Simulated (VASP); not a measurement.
A run of VASP 6.6.1:

The input POSCAR:

```
BN
1.0
    2.5360000000      0.0000000000      0.0000000000
   -1.2680000000      2.1962400000      0.0000000000
    0.0000000000      0.0000000000      5.1990000000
B N
2 2
Direct
    0.6666666667      0.3333333333      0.0000000000
    0.3333333333      0.6666666667      0.4038276592
    0.6666666667      0.3333333333      0.3028707444
    0.3333333333      0.6666666667      0.7066984035
```

INCAR.step1

```
  ALGO = Normal
  EDIFF = 1E-5
  ENCUT = 580
  GGA = PE
  GGA_COMPAT = F
  ISMEAR = 0
  LASPH = T
  LCHARG = F
  LREAL = F
  LWAVE = T
  NBANDS = 16
  NELM = 120
  NELMDL = -8
  PREC = Accurate
  SIGMA = 0.1
```

INCAR.step2

```
  ALGO = Normal
  EDIFF = 1E-6
  ENCUT = 580
  GGA_COMPAT = F
  ISIF = 2
  ISMEAR = 0
  ISTART = 1
  LASPH = T
  LCHARG = F
  LMIXTAU = T
  LREAL = F
  LWAVE = F
  METAGGA = R2SCAN
  NBANDS = 16
  NELM = 120
  PREC = Accurate
  SIGMA = 0.1
```

File KPOINTS:

```
k-points
0
Gamma
  6 6 3
```

Potentials or basis: VASP PAW PBE potentials, release 64 (B, N).

Command:

```bash
$ cat potpaw_PBE.64/B/POTCAR potpaw_PBE.64/N/POTCAR > POTCAR
$ cp INCAR.step1 INCAR
$ mpirun -np 1 vasp_std > vasp.out
$ cp INCAR.step2 INCAR
$ mpirun -np 1 vasp_std > vasp.out
```

Hardware: 1 thread of Intel(R) Xeon(R) 6975P-C (Granite Rapids), with other jobs on the host.

Q: Estimate the wall time of this run.

A: It took 23 s on 1 thread of Intel(R) Xeon(R) 6975P-C (Granite Rapids), on a shared host, peak memory 0.14 GiB. Counts: k points 17.
